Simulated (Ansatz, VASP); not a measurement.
Mg4O in VASP and in Ansatz

```
CELL_PARAMETERS angstrom
3.14661 0.00000 0.00000
0.00000 5.03889 0.00000
0.00000 0.00000 20.58461
ATOMIC_POSITIONS crystal
Mg 0.00000 0.75000 0.19432
Mg 0.50000 0.25000 0.23845
Mg 0.50000 0.75000 0.33061
Mg 0.00000 0.25000 0.36846
O 0.25000 0.50000 0.43987
```

Alike in both runs: task single point; functional LDA; k mesh 8 × 5 × 1; occupations gaussian, width 0.1 eV; no spin polarisation.

|  | VASP | Ansatz |
| --- | --- | --- |
| version | VASP 6.6.1 | Ansatz 0.2.0 |
| potentials or method | VASP PAW LDA potentials, release 64 (Mg, O), cutoff 520 eV | scalar-relativistic, plane waves, PAW |
| valence electrons in the cell | 14 | 46 |

VASP gave:

| Quantity | Value |
| --- | --- |
| gap on the k mesh at the Fermi level (eV) | none |
| rms of the force components (eV/Å) | 1.261 |

Question: What did Ansatz give for the same quantities?

Answer: gap on the k mesh at the Fermi level (eV): none; rms of the force components (eV/Å): 1.265.

LDA's correlation is that of Perdew and Zunger in VASP and of Perdew and Wang (1992) in Ansatz. Atom by atom the forces differ by 0.010 eV/Å (rms over components). A gap of «none» marks a metal or a gap that the smearing closes. VASP's potentials hold 14 valence electrons a cell and Ansatz's 46, so a difference there can come from the potentials and not from the codes.
